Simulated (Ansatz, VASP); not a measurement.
# One calculation of SnS, two programs

File INCAR:

```
PREC     = Accurate       # precision mode
ENCUT    = 500            # plane-wave cutoff, eV
EDIFF    = 1E-6           # SCF threshold, eV
ISMEAR   = 0              # smearing method
SIGMA    = 0.02           # smearing width, eV
LREAL    = False          # projectors in reciprocal space
LASPH    = True           # aspherical terms in the spheres
NELM     = 120            # most SCF steps
ALGO     = Normal         # electronic algorithm
ISIF     = 2              # what is computed and relaxed
LWAVE    = False          # write WAVECAR
LCHARG   = False          # write CHGCAR
NBANDS   = 50             # bands
GGA_COMPAT= False
```

The input KPOINTS:

```
Automatic mesh
0
Gamma
  4 8 6
```

POSCAR

```
SnS
1.0
   11.4455091705      0.0000000000      0.0000000000
    0.0000000000      4.0232845669      0.0000000000
    0.0000000000      0.0000000000      4.4542011089
Sn S
4 4
Direct
    0.1215423555      0.2500000000      0.1300059133
    0.3784576445      0.7500000000      0.6300059133
    0.6215423555      0.2500000000      0.3699940867
    0.8784576445      0.7500000000      0.8699940867
    0.8498958213      0.2500000000      0.4774431144
    0.6501041787      0.7500000000      0.9774431144
    0.3498958213      0.2500000000      0.0225568856
    0.1501041787      0.7500000000      0.5225568856
```

Input for Ansatz:

```yaml
crystal:
  lattice:
    - [11.4455091705, 0.0, 0.0]
    - [0.0, 4.0232845669, 0.0]
    - [0.0, 0.0, 4.4542011089]
  atoms:
    - { symbol: Sn, position: [0.1215423555, 0.25, 0.1300059133] }
    - { symbol: Sn, position: [0.3784576445, 0.75, 0.6300059133] }
    - { symbol: Sn, position: [0.6215423555, 0.25, 0.3699940867] }
    - { symbol: Sn, position: [0.8784576445, 0.75, 0.8699940867] }
    - { symbol: S, position: [0.8498958213, 0.25, 0.4774431144] }
    - { symbol: S, position: [0.6501041787, 0.75, 0.9774431144] }
    - { symbol: S, position: [0.3498958213, 0.25, 0.0225568856] }
    - { symbol: S, position: [0.1501041787, 0.75, 0.5225568856] }
basis:
  ecutwfc: 420
kpoints:
  mp_grid: { grid: [4, 8, 6] }
  band_path:
    path:
      - [[0.0, 0.0, 0.0], [0.5, 0.0, 0.0], [0.5, 0.5, 0.0], [0.0, 0.5, 0.0], [0.0, 0.0, 0.0], [0.0, 0.0, 0.5], [0.5, 0.0, 0.5], [0.5, 0.5, 0.5], [0.0, 0.5, 0.5], [0.0, 0.0, 0.5]]
      - [[0.5, 0.0, 0.0], [0.5, 0.0, 0.5]]
      - [[0.0, 0.5, 0.0], [0.0, 0.5, 0.5]]
      - [[0.5, 0.5, 0.0], [0.5, 0.5, 0.5]]
    npoints: 14
hamiltonian:
  xc: lda
scf:
  occupations: { method: gaussian, width: 0.02 }
  n_extra_bands: 20
output:
  forces: true
  stress: true
  eigenvalues: true
  populations: true
  dos: { projected: true, de: 0.02, nscf_kmesh: { grid: [6, 12, 9] } }
  bader: true
  write_density: true
  write_potential: true
  elf: true
  volumetric_format: npy
```

Alike in both runs: task single point; functional LDA; k mesh 4 × 8 × 6; occupations gaussian, width 0.02 eV; no spin polarisation.

```csv
,VASP,Ansatz
version,VASP 6.6.1,Ansatz 0.2.0
potentials or method,"VASP PAW LDA potentials, release 64 (Sn_d, S), cutoff 500 eV","scalar-relativistic, plane waves, PAW"
valence electrons in the cell,80,80
```

Ansatz gave:

| Quantity | Value |
| --- | --- |
| gap on the k mesh at the Fermi level (eV) | 0.98 |
| least direct gap on the mesh (eV) | 1.27 |
| pressure (GPa) | -4.3 |
| traceless stress, the component that is largest in VASP (GPa) | -0.06 |
| rms of the force components (eV/Å) | 0.102 |

What did VASP give for the same quantities?

gap on the k mesh at the Fermi level (eV): 0.98; least direct gap on the mesh (eV): 1.26; pressure (GPa): -4.3; traceless stress, the component that is largest in VASP (GPa): -0.07; rms of the force components (eV/Å): 0.094.

LDA's correlation is that of Perdew and Zunger in VASP and of Perdew and Wang (1992) in Ansatz. Atom by atom the forces differ by 0.008 eV/Å (rms over components).
